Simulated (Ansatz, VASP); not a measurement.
# Two plane-wave programs on In

The input INCAR:

```
SYSTEM = In
PREC = Accurate
ENCUT = 520
EDIFF = 1E-6
ISMEAR = -1
SIGMA = 0.1
LREAL = .FALSE.
LASPH = .TRUE.
NELM = 80
ALGO = Normal
ISIF = 2
LWAVE = .FALSE.
LCHARG = .TRUE.
GGA = RE
LELF = .TRUE.
LVHAR = .TRUE.
NBANDS = 20
```

KPOINTS

```
Automatic mesh
0
G
  9 9 9
  0 0 0
```

File POSCAR:

```
In
1.0
    0.0000000000      3.5446204116      3.5446204116
    3.5446204116      0.0000000000      3.5446204116
    3.5446204116      3.5446204116      0.0000000000
In
2
Direct
    0.1250000000      0.1250000000      0.1250000000
    0.8750000000      0.8750000000      0.8750000000
```

Input for Ansatz:

```yaml
crystal:
  lattice:
    - [0.0, 3.5446204116, 3.5446204116]
    - [3.5446204116, 0.0, 3.5446204116]
    - [3.5446204116, 3.5446204116, 0.0]
  atoms:
    - { symbol: In, position: [0.125, 0.125, 0.125] }
    - { symbol: In, position: [0.875, 0.875, 0.875] }
hamiltonian:
  xc: revpbe
  pseudopotentials:
    kind: paw
    azcp:
      In: "pseudopotentials/In.paw.azcp"
basis:
  ecutwfc: 420
  fft_grid_basis: typed
kpoints:
  mp_grid: { grid: [9, 9, 9], shift: [0, 0, 0] }
magnetization:
  spin_polarized: false
scf:
  occupations: { method: fermi_dirac, width: 0.1 }
  lower_state_search: "off"
output:
  stress: true
```

Alike in both runs: task single point; functional revPBE; k mesh 9 × 9 × 9; occupations fermi-dirac, width 0.1 eV; no spin polarisation.

|  | VASP | Ansatz |
| --- | --- | --- |
| version | VASP 6.6.1 | Ansatz 0.2.0 |
| potentials or method | VASP PAW PBE potentials, release 64 (In_d), cutoff 520 eV | plane waves (420 eV) with PAW, scalar-relativistic |
| valence electrons in the cell | 26 | 26 |

|  | VASP | Ansatz | Ansatz less VASP |
| --- | --- | --- | --- |
| pressure (GPa) | -1.4 | -1.4 | +0.02 |

VASP's potentials were made for PBE, not for revPBE.
